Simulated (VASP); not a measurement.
# Mg (I4_1/amd) in VASP: a series of runs

Runs on Mg. Level: PBE. Tasks: single point.

Everything below comes from runs of VASP 6.6.1. Logs are shortened: lines on timing, memory, paths and dates and some standing lists are left out, and cuts for length are marked.

## Step 1: The cell of the first run

Symmetry: I4_1/amd, No. 141, tetragonal system. Conventional cell: a = 5.208 Å, b = 5.208 Å, c = 2.771 Å, α = 90.00°, β = 90.00°, γ = 90.00°. Within 3.6 Å of Mg (site symmetry -4m2) lie 10 Mg at 2.69 to 3.33 Å.

## Step 2: Single point, PBE

The input, INCAR:

```
ALGO     = Normal         # electronic algorithm
EDIFF    = 1E-6           # SCF threshold, eV
ENCUT    = 520            # plane-wave cutoff, eV
GGA      = PE             # functional
ISIF     = 2              # what is computed and relaxed
ISMEAR   = -1             # smearing method
LASPH    = True           # aspherical terms in the spheres
LCHARG   = False          # write CHGCAR
LREAL    = False          # projectors in reciprocal space
LWAVE    = False          # write WAVECAR
NBANDS   = 9              # bands
NELM     = 80             # most SCF steps
PREC     = Accurate       # precision mode
SIGMA    = 0.1            # smearing width, eV
```

The input, KPOINTS:

```
k-points
0
Gamma
  16 16 16
```

The input, POSCAR:

```
Mg
1.0
   -2.6039517966      2.6039517966      1.3854667386
    2.6039517966     -2.6039517966      1.3854667386
    2.6039517966      2.6039517966     -1.3854667386
Mg
2
Direct
   -0.3750000000     -0.1250000000     -0.2500000000
    0.3750000000      0.1250000000      0.2500000000
```

Potentials or basis: VASP PAW PBE potentials, release 64 (Mg).

Launch:

```sh
$ cat potpaw_PBE.64/Mg/POTCAR > POTCAR
$ mpirun -np 1 vasp_std > vasp.out
```

OUTCAR:

```text
EDIFF = 1E-6
   ENCUT = 520
   GGA = PE
   ISIF = 2
   ISMEAR = -1
   LASPH = True
   LREAL = False
   NELM = 80
   PREC = Accurate

 ion  position               nearest neighbor table
   1  0.625  0.875  0.750-   2 2.69   2 2.69   2 2.69   2 2.69   2 3.33   2 3.33   2 3.33   2 3.33

   2  0.375  0.125  0.250-   1 2.69   1 2.69   1 2.69   1 2.69   1 3.33   1 3.33   1 3.33   1 3.33

  LATTYP: Found a body centered tetragonal cell.
 ALAT       =     5.2079035932
 C/A-ratio  =     0.5320631282

  Lattice vectors:

 A1 = (  -2.6039517966,   2.6039517966,   1.3854667386)
 A2 = (   2.6039517966,  -2.6039517966,   1.3854667386)
 A3 = (   2.6039517966,   2.6039517966,  -1.3854667386)

Analysis of symmetry for initial positions (statically):
=====================================================================
 Subroutine PRICEL returns:
 Original cell was already a primitive cell.

 Routine SETGRP: Setting up the symmetry group for a
 body centered tetragonal supercell.

 Subroutine GETGRP returns: Found 16 space group operations
 (whereof  4 operations were pure point group operations)
 out of a pool of 16 trial point group operations.

The static configuration has the point symmetry C_2h.
 The point group associated with its full space group is D_4h.

Analysis of symmetry for dynamics (positions and initial velocities):
=====================================================================
 Subroutine PRICEL returns:
 Original cell was already a primitive cell.

 Routine SETGRP: Setting up the symmetry group for a
 body centered tetragonal supercell.

 Subroutine GETGRP returns: Found 16 space group operations
 (whereof  4 operations were pure point group operations)
 out of a pool of 16 trial point group operations.

The dynamic configuration has the point symmetry C_2h.
 The point group associated with its full space group is D_4h.

 Subroutine INISYM returns: Found 16 space group operations
 (whereof  4 operations are pure point group operations),
 and found     1 'primitive' translations

----------------------------------------------------------------------------------------

                                     Primitive cell

  volume of cell :      37.5770

  direct lattice vectors                    reciprocal lattice vectors
    -2.603951797  2.603951797  1.385466739     0.000000000  0.192015843  0.360889212
     2.603951797 -2.603951797  1.385466739     0.192015843  0.000000000  0.360889212
     2.603951797  2.603951797 -1.385466739     0.192015843  0.192015843  0.000000000

  length of vectors
     3.934545463  3.934545463  3.934545463     0.408792255  0.408792255  0.271551410

  position of ions in fractional coordinates (direct lattice)
     0.625000000  0.875000000  0.750000000
     0.375000000  0.125000000  0.250000000

  ion indices of the primitive-cell ions
   primitive index   ion index
                 1           1
                 2           2

----------------------------------------------------------------------------------------

 KPOINTS: k-points

Automatic generation of k-mesh.
 Grid dimensions read from file:
 generate k-points for:   16   16   16

 Generating k-lattice:

  Cartesian coordinates                     Fractional coordinates (reciprocal lattice)
     0.000000000  0.012000990  0.022555576     0.062500000  0.000000000 -0.000000000
     0.012000990  0.000000000  0.022555576     0.000000000  0.062500000 -0.000000000
     0.012000990  0.012000990  0.000000000     0.000000000  0.000000000  0.062500000

  Length of vectors
     0.025549516  0.025549516  0.016971963

  Shift w.r.t. Gamma in fractional coordinates (k-lattice)
     0.000000000  0.000000000  0.000000000

 Subroutine IBZKPT returns following result:
 ===========================================

 Found    349 irreducible k-points:

 Following reciprocal coordinates:
            Coordinates               Weight
  0.000000  0.000000  0.000000      1.000000
  0.062500  0.000000 -0.000000      8.000000
  0.125000  0.000000 -0.000000      8.000000
  0.187500  0.000000  0.000000      8.000000
  0.250000  0.000000 -0.000000      8.000000
  0.312500  0.000000  0.000000      8.000000
[... 16 lines left out ...]
 -0.125000  0.062500  0.000000     16.000000
 -0.062500  0.062500  0.000000      4.000000
 [... further k-points ...]
   k-points           NKPTS =    349   k-points in BZ     NKDIM =    349   number of bands    NBANDS=      9
   number of dos      NEDOS =    301   number of ions     NIONS =      2
   total plane-waves  NPLWV =  27000
   dimension x,y,z NGX =    30 NGY =   30 NGZ =   30
   dimension x,y,z NGXF=    60 NGYF=   60 NGZF=   60
   ions per type =               2
   NGX,Y,Z   is equivalent  to a cutoff of  12.68, 12.68, 12.68 a.u.
   NGXF,Y,Z  is equivalent  to a cutoff of  25.35, 25.35, 25.35 a.u.
 SYSTEM =  unknown system
   PREC   = accura    normal or accurate (medium, high low for compatibility)
   ISTART =      0    job   : 0-new  1-cont  2-samecut
   ICHARG =      2    charge: 1-file 2-atom 10-const
   ISPIN  =      1    spin polarized calculation?
   LNONCOLLINEAR =      F non collinear calculations
   LSORBIT =      F    spin-orbit coupling
   LASPH  =      T    aspherical Exc in radial PAW
   ENCUT  =  520.0 eV  38.22 Ry    6.18 a.u.   7.32  7.32  7.32*2*pi/ulx,y,z
   NELM   =     80;   NELMIN=  2; NELMDL= -5     # of ELM steps
   EDIFF  = 0.1E-05   stopping-criterion for ELM
   LREAL  =      F    real-space projection
   EDIFFG = 0.1E-04   stopping-criterion for IOM
   NSW    =      0    number of steps for IOM
   IBRION =     -1    ionic relax: 0-MD 1-quasi-New 2-CG
   NFREE  =      0    steps in history (QN), initial steepest desc. (CG)
   ISIF   =      2    stress and relaxation
   ISYM   =      2    0-nonsym 1-usesym 2-fastsym
   POTIM  = 0.5000    time-step for ionic-motion
   TEBEG  =    0.0;   TEEND  =   0.0 temperature during run
   PSTRESS=    0.0 pullay stress
   NELECT =       4.0000    total number of electrons
   NUPDOWN=      -1.0000    fix difference up-down
   EMIN   =  10.00;   EMAX   =-10.00  energy-range for DOS
   EFERMI =   0.00;   METHOD = LEGACY
   ISMEAR =    -1;   SIGMA  =   0.10  broadening in eV -4-tet -1-fermi 0-gaus
   EFERMI_NEDOS =   21; number of points for ismear=-14 and -15
   IALGO  =     38    algorithm
   IMIX   =      4    mixing-type and parameters
     AMIX     =   0.40;   BMIX     =  1.00
     AMIX_MAG =   1.60;   BMIX_MAG =  1.00
  volume/ion in A,a.u.               =      18.79       126.79
  Fermi-wavevector in a.u.,A,eV,Ry     =   0.775867  1.466177  8.190302  0.601970
  Thomas-Fermi vector in A             =   1.878225
   LORBIT       =      0    0 simple, 1 ext, 2 COOP (PROOUT), +10 PAW based schemes
   GGA     = PE    functional components
   LHFCALC =     F    Hartree Fock is set to
   AEXX    =    0.0000 exact exchange contribution
   IVDW    =     0    specifies the selected vdW correction
   LEPSILON=     F    determine dielectric tensor
   LRPA    =     F    only Hartree local field effects (RPA)
 non-spin polarized calculation
  energy-cutoff  :      520.00
  volume of cell :       37.58
 maximum number of plane-waves:      1032
 NGX is ok and might be reduce to    30
   NGX = 15   NGY = 15   NGZ = 15

 number of electron       4.0000000 magnetization

 Free energy of the ion-electron system (eV)
  ---------------------------------------------------
  ext. energy  EPLUGINS =         0.00000000
  ---------------------------------------------------
  free energy    TOTEN  =        -1.98942867 eV

  energy without entropy =       -1.96378410  energy(sigma->0) =       -1.97660638

 E-fermi :   3.8085     XC(G=0):  -9.1261

 val. band max:        3.8065213495   @ k =  -0.2500  -0.3750   0.1250
 cond. band min:       3.8172650231   @ k =  -0.3125   0.3750   0.1875
 fundamental gap:      0.0107436736
 Fermi energy:         3.8084954101

 k-point     1 :       0.0000    0.0000    0.0000
  band No.  band energies     occupation
      1      -4.0579      2.00000
      2       5.9607      0.00000
      3       5.9607      0.00000
      4       6.4087      0.00000
      5       7.9064      0.00000
      6      13.9950      0.00000
      7      15.6707      0.00000
      8      17.1756      0.00000
      9      17.1756      0.00000

 k-point     2 :       0.0625    0.0000   -0.0000
  band No.  band energies     occupation
      1      -3.9592      2.00000
      2       5.5993      0.00000
      3       5.8590      0.00000
      4       6.9507      0.00000
      5       8.1481      0.00000
      6      13.8362      0.00000
      7      15.1141      0.00000
      8      16.9415      0.00000
      9      16.9909      0.00000

 k-point     3 :       0.1250    0.0000   -0.0000
  band No.  band energies     occupation
      1      -3.6638      2.00000
      2       5.2508      0.00000
      3       5.6776      0.00000
      4       7.8409      0.00000
      5       8.7198      0.00000
      6      13.3147      0.00000
      7      13.7887      0.00000
      8      14.9908      0.00000
      9      15.3336      0.00000

 k-point     4 :       0.1875    0.0000    0.0000
  band No.  band energies     occupation
      1      -3.1740      2.00000
      2       5.0695      0.00001
      3       5.5619      0.00000
      4       8.9233      0.00000
      5       9.3137      0.00000
      6      11.7256      0.00000
      7      12.9115      0.00000
      8      13.1722      0.00000
      9      14.3534      0.00000
[... 205 lines left out ...]
 k-point    22 :      -0.1875    0.0625   -0.0000
  band No.  band energies     occupation
      1      -3.5338      2.00000
      2       4.3326      0.01053
      3       5.6411      0.00000
      4       8.2877      0.00000
      5       9.5945      0.00000
      6      12.4994      0.00000
      7      13.3940      0.00000
      8      14.9000      0.00000
      9      15.5850      0.00000

 k-point    23 :      -0.1250    0.0625    0.0000
  band No.  band energies     occupation
      1      -3.8721      2.00000
      2       4.6453      0.00046
      3       5.8558      0.00000
      4       7.4384      0.00000
      5       8.8863      0.00000
      6      13.1811      0.00000
      7      14.6490      0.00000
      8      16.6843      0.00000
      9      16.8999      0.00000

 k-point    24 :      -0.0625    0.0625    0.0000
  band No.  band energies     occupation
      1      -4.0143      2.00000
      2       5.1140      0.00000
      3       5.9967      0.00000
      4       6.9305      0.00000
      5       8.3324      0.00000
      6      13.6320      0.00000
      7      15.2418      0.00000
      8      17.4454      0.00000
      9      17.5948      0.00000

 [... further k-points ...]
[... 5 lines left out ...]
  --------------------------------------------------------------------------------------
  -------------------------------------------------------------------------------------
  Total        3.5132648      3.5132648      3.5118286      0.0000000      0.0000000      0.0000000
  in kB      149.7957497    149.7957497    149.7345133      0.0000000      0.0000000      0.0000000
  external PRESSURE =     149.7753375 kB  Pullay stress =       0.0000000 kB

 VOLUME and BASIS-vectors are now :
 -----------------------------------------------------------------------------
  energy-cutoff  :      520.00
  volume of cell :       37.58
      direct lattice vectors                 reciprocal lattice vectors
    -2.603951797  2.603951797  1.385466739     0.000000000  0.192015843  0.360889212
     2.603951797 -2.603951797  1.385466739     0.192015843  0.000000000  0.360889212
     2.603951797  2.603951797 -1.385466739     0.192015843  0.192015843  0.000000000

 POSITION                                       TOTAL-FORCE (eV/Angst)
 -----------------------------------------------------------------------------------
      2.60395      1.30198      1.03910         0.000000      0.000000      0.000000
      0.00000      1.30198      0.34637        -0.000000     -0.000000     -0.000000
 -----------------------------------------------------------------------------------
    total drift:                               -0.000000      0.000000     -0.000000

  FREE ENERGIE OF THE ION-ELECTRON SYSTEM (eV)
  ---------------------------------------------------
  free  energy   TOTEN  =        -1.9894286673 eV

  energy  without entropy=       -1.9637840989  energy(sigma->0) =       -1.97660638
```

Wall time 54 s (1 thread of AMD EPYC 9R45 (Zen 5), shared host); peak memory 0.22 GiB.

Results:

* Free energy: -1.9894 eV
* Pressure: 15.0 GPa
* Band gap on the k mesh: zero (bands 2 and 3 overlap by 6.13 eV)

Caveat: the cell stands under pressure.

## Step 3: Single point, PBE

The input, INCAR:

```
SYSTEM = Mg
PREC = Accurate
ENCUT = 520
EDIFF = 1E-6
ISMEAR = -1
SIGMA = 0.1
LREAL = .FALSE.
LASPH = .TRUE.
NELM = 100
ALGO = Normal
ISIF = 2
LWAVE = .FALSE.
LCHARG = .FALSE.
GGA = PE
NBANDS = 9
```

The input, KPOINTS:

```
Automatic mesh
0
G
  16 16 16
  0 0 0
```

The input, POSCAR:

```
Mg
1.0
   -2.6033213299      2.6033213299      1.3850116972
    2.6033213299     -2.6033213299      1.3850116972
    2.6033213299      2.6033213299     -1.3850116972
Mg
2
Direct
   -0.3750000000     -0.1250000000     -0.2500000000
    0.3750000000      0.1250000000      0.2500000000
```

Potentials or basis: VASP PAW PBE potentials, release 64 (Mg).

Launch:

```sh
$ cat potpaw_PBE.64/Mg/POTCAR > POTCAR
$ mpirun -np 1 vasp_std > vasp.out
```

Run time: 53 s. Hardware: 1 thread of AMD EPYC 9R45 (Zen 5), shared host; peak memory 0.22 GiB.

Results (log left out):

| Item | Value |
| --- | --- |
| Free energy | -1.9866 eV |
| Pressure | 15.0 GPa |
| Band gap on the k mesh | zero (bands 2 and 3 overlap by 6.13 eV) |

Levels at points of the mesh, in eV from the Fermi level:
```
           k point  band 1  band 2  band 3  band 4  band 5  band 6  band 7
(0.00, 0.00, 0.00)   -7.87    2.15    2.15    2.60    4.10   10.19   11.87
(0.50, 0.00, 0.00)   -2.06   -1.49    3.01    3.02    3.03    4.51    8.42
(0.50, 0.50, 0.00)   -5.13   -5.13    4.46    4.46    5.97    5.97   12.26
(0.50, 0.50, 0.50)   -2.68   -2.68   -2.23   -2.23   10.11   10.11   16.52
```

Caveat: the cell stands under pressure.
